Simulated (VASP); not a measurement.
MgBe: relaxation of cell and atoms with PBE

MgBe:

```
CELL_PARAMETERS angstrom
3.29389 0.00000 0.00000
0.00000 3.29389 0.00000
0.00000 0.00000 4.88008
ATOMIC_POSITIONS crystal
Mg 0.50000 0.00000 0.48844
Mg 0.00000 0.50000 0.48844
Be 0.50000 0.50000 0.86064
Be 0.50000 0.50000 0.31905
```

* Program: VASP 6.6.1
* Task: relaxation of cell and atoms
* Functional: PBE
* Potentials or basis: VASP PAW PBE potentials, release 64 (Mg, Be)
* Cutoff: 600 eV
* k mesh: 6 × 6 × 4
* Occupations: gaussian, width 0.1 eV
* Spin: no spin polarisation
* Dipole correction: no
* Further INCAR settings: ALGO = Normal; EDIFF = 1e-06; IBRION = 2; EDIFFG = -0.04; NSW = 90; ISIF = 3

The relaxed volume is 22.08 Å³/atom. The relaxed cell is a = 4.715 Å, b = 4.715 Å, c = 3.973 Å, α = 90.00°, β = 90.00°, γ = 90.00°, the space group after relaxing (to 0.05 Å) is P4/mmm (No. 123) and the energy gained by relaxing is 2513.4 meV/atom. The ionic steps are 25 and the pressure after relaxing is 0.0 GPa. The largest force after relaxing is 0.016 eV/Å and the band gap on the k mesh is zero (band 4 reaches 1.62 eV, above the bottom of band 5 at 0.92 eV).

Forces on the atoms (eV/Å):
```
Mg   0.000  0.000  0.001
Mg   0.000  0.000  0.001
Be   0.000  0.000 -0.016
Be   0.000  0.000  0.013
```

The path:
```
step  energy change (eV)  largest force (eV/Å)  pressure (GPa)  volume (Å³)
   1              0.0000                9.5796           64.43        52.95
   2             -7.9109                3.1169           -0.80       103.32
   3             -8.0825                1.6456            2.67        89.44
   4             -8.0989                2.1182            1.11        94.06
   5             -8.1027                2.0187            1.39        93.10
   6             -8.3642                0.8247           -0.20        96.47
   7             -8.4967                0.2822           -1.23        99.83
   8             -8.6614                0.1215           -2.80       106.66
   9             -8.8062                1.0392           -3.16       120.76
  10             -8.7615                0.2433           -3.32       110.74
  11             -8.8822                0.1772           -3.55       115.71
  12             -9.1035                0.9260           -3.04       113.67
  13             -9.1093                1.1597           -2.93       113.38
  14             -9.2788                1.1849           -2.70       109.35
  15             -9.7482                1.3208           -1.52        97.67
  16             -9.6679                1.0580            6.53        76.16
  17             -9.9359                1.5273            0.37        89.75
  18             -9.9478                0.5836            3.53        81.20
  19             -9.9895                1.1731            1.89        85.06
  20             -9.9977                1.1012            0.81        85.81
  21            -10.0413                0.0147            1.17        85.45
  22            -10.0524                0.0315            0.40        87.33
  23            -10.0534                0.0470            0.08        88.19
  24            -10.0534                0.0474            0.09        88.14
  25            -10.0536                0.0156            0.00        88.34
```

Final structure:
```
CELL_PARAMETERS angstrom
4.71519 0.00000 0.00000
0.00000 4.71519 0.00000
0.00000 0.00000 3.97322
ATOMIC_POSITIONS crystal
Mg 0.50000 0.00000 0.53640
Mg 0.00000 0.50000 0.53640
Be 0.50000 0.50000 0.78917
Be 0.50000 0.50000 0.29460
```

Levels at points of the mesh, in eV from the Fermi level:
```csv
k point,band 1,band 2,band 3,band 4,band 5,band 6,band 7,band 8
"(0.00, 0.00, 0.00)",-6.46,-1.12,-1.12,-0.29,0.94,1.64,3.05,6.24
"(0.50, 0.00, 0.00)",-5.63,-3.88,-0.70,-0.07,2.36,2.95,3.05,4.02
"(0.50, 0.50, 0.00)",-4.84,-3.15,-3.15,-0.73,0.14,4.96,4.96,5.12
"(0.00, 0.00, 0.50)",-5.18,-3.54,0.35,0.35,1.78,2.10,2.10,3.44
"(0.50, 0.00, 0.50)",-4.46,-2.89,-2.26,-0.67,0.80,2.49,3.76,4.29
"(0.50, 0.50, 0.50)",-3.84,-2.27,-1.44,-1.44,-0.07,-0.07,0.58,3.02
```

It took 4.2 min on 1 thread of Intel(R) Xeon(R) 6975P-C (Granite Rapids) (shared host), peak memory 0.18 GiB.

Caveat: the volume moved by over 15 % at a fixed basis, so the end points are rough.
